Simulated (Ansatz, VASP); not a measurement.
## BaZrO3 in VASP and in Ansatz

```
Ba Zr O
1.0
     4.14808    0.00000    0.00000
     0.00000    4.14808    0.00000
     0.00000    0.00000    4.14808
Ba Zr O
1 1 3
Direct
  0.00000 0.00000 0.00000
  0.50000 0.50000 0.50000
  0.00000 0.50000 0.50000
  0.50000 0.00000 0.50000
  0.50000 0.50000 0.00000
```

Alike in both runs: functional r2SCAN; k mesh 8 × 8 × 8; occupations fermi-dirac, width 0.02 eV; no spin polarisation.

Ansatz relaxed the structure, and its values are those at the end. VASP's run is a single point on that final structure, the one shown.

|  | VASP | Ansatz |
| --- | --- | --- |
| version | VASP 6.6.1 | Ansatz 0.2.0 |
| potentials or method | VASP PAW PBE potentials, release 64 (Ba_sv, Zr_sv, O), cutoff 520 eV | PAW plane waves |
| valence electrons in the cell | 40 | 40 |

```tsv
	VASP	Ansatz	Ansatz less VASP
gap on the k mesh at the Fermi level (eV)	3.78	3.84	+0.065
pressure (GPa)	8.5	7.3	-1.27
```

VASP's potentials were made for PBE, not for r2SCAN. With one functional, cell and mesh, what is left measures potentials, basis and numerics. Ansatz's warnings: stress scf threshold loose.

Spin-orbit coupling is off throughout.
